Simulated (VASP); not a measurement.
Crystal: Sb.

```
Sb
1.0
    -1.64928    1.64928    2.54190
     1.64928   -1.64928    2.54190
     1.64928    1.64928   -2.54190
Sb
1
Direct
  0.00000 0.00000 0.00000
```

```yaml
Program: VASP 6.6.1
Task: relaxation of cell and atoms
Functional: PBE
Potentials_or_basis: VASP PAW PBE potentials, release 64 (Sb)
Cutoff: 600 eV
k_mesh: 24 × 24 × 24
Occupations: gaussian, width 0.1 eV
Spin: no spin polarisation
```

At the start: pressure -0.4 GPa; volume 27.66 Å³/atom.

Task: How do energy, volume and symmetry change on relaxing?

Result: Over 13 steps the energy falls by 11.9 meV/atom and the volume is 27.85 Å³/atom (+0.7 %); space group I4/mmm (No. 139, to 0.1 Å) before and after.

Step by step:
```tsv
step	energy change (eV)	largest force (eV/Å)	pressure (GPa)	volume (Å³)
1	0.0000	0.0000	-0.44	27.66
2	-0.0017	0.0000	0.22	27.35
3	-0.0020	0.0000	0.78	27.13
4	-0.0029	0.0000	0.77	27.14
5	-0.0056	0.0000	0.83	27.15
6	-0.0088	0.0000	1.13	27.16
7	0.0001	0.0000	2.41	27.08
8	-0.0091	0.0000	1.26	27.16
9	-0.0118	0.0000	0.01	27.78
10	-0.0118	0.0000	-0.06	27.82
11	-0.0118	0.0000	-0.09	27.84
12	-0.0119	0.0000	-0.08	27.84
13	-0.0119	0.0000	-0.04	27.85
```

Final structure:
```
Sb
1.0
    -1.58591    1.58591    2.76837
     1.58591   -1.58591    2.76837
     1.58591    1.58591   -2.76837
Sb
1
Direct
  0.00000 0.00000 0.00000
```
